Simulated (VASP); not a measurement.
Wanted: the native input for a VASP 6.6.1 run.

* Task: single point
* Functional: PBE
* Potentials or basis: VASP PAW PBE potentials, release 64 (Nb_sv, Sn_d, Sb)
* Cutoff: 520 eV
* k mesh: 3 × 3 × 4
* Occupations: gaussian, width 0.1 eV
* Spin: no spin polarisation
* Dipole correction: no
* Further INCAR settings: ALGO = Normal; EDIFF = 1e-07; NBANDS = 37

The structure of NbSn2Sb3 lies in POSCAR:

```
NbSn2Sb3
1.0
    5.7443143104      0.0000000025      0.0000000000
   -2.8721571574      4.9747221189      0.0000000000
    0.0000000000      0.0000000000      6.0770766605
Nb Sn Sb
1 2 3
Direct
    0.0000000000      0.0000000000      0.0000000000
    0.6666666667      0.3333333333      0.0000000000
    0.3333333333      0.6666666667      0.0000000000
    0.5000000000      0.5000000000      0.5000000000
    0.5000000000      0.0000000000      0.5000000000
    0.0000000000      0.5000000000      0.5000000000
```

The cell was generated, and may not be a known phase.

The input as run:

INCAR

```
  PREC = Accurate
  ENCUT = 520
  EDIFF = 1E-7
  ISMEAR = 0
  SIGMA = 0.1
  LREAL = False
  LASPH = True
  NELM = 60
  ALGO = Normal
  ISIF = 2
  LWAVE = False
  LCHARG = True
  GGA = PE
  LELF = True
  LVHAR = True
  NBANDS = 37
```

KPOINTS

```
Automatic mesh
0
Gamma
  3 3 4
```

Potentials or basis: VASP PAW PBE potentials, release 64 (Nb_sv, Sn_d, Sb).

Launch:

```bash
$ cat potpaw_PBE.64/Nb_sv/POTCAR potpaw_PBE.64/Sn_d/POTCAR potpaw_PBE.64/Sb/POTCAR > POTCAR
$ mpirun -np 1 vasp_std > vasp.out
```

Results of the run:

- Pressure: 0.1 GPa
- Band gap on the k mesh: zero (bands 28 and 29 overlap by 0.45 eV)

Caveat: the k points lie up to 0.42 Å⁻¹ apart; spin-orbit coupling is left out, which moves the levels of the heavy elements.

Wall time 96 s on 1 thread of Intel(R) Xeon(R) Platinum 8259CL CPU @ 2.50GHz (Skylake/Cascade Lake) (shared host), peak memory 0.34 GiB.
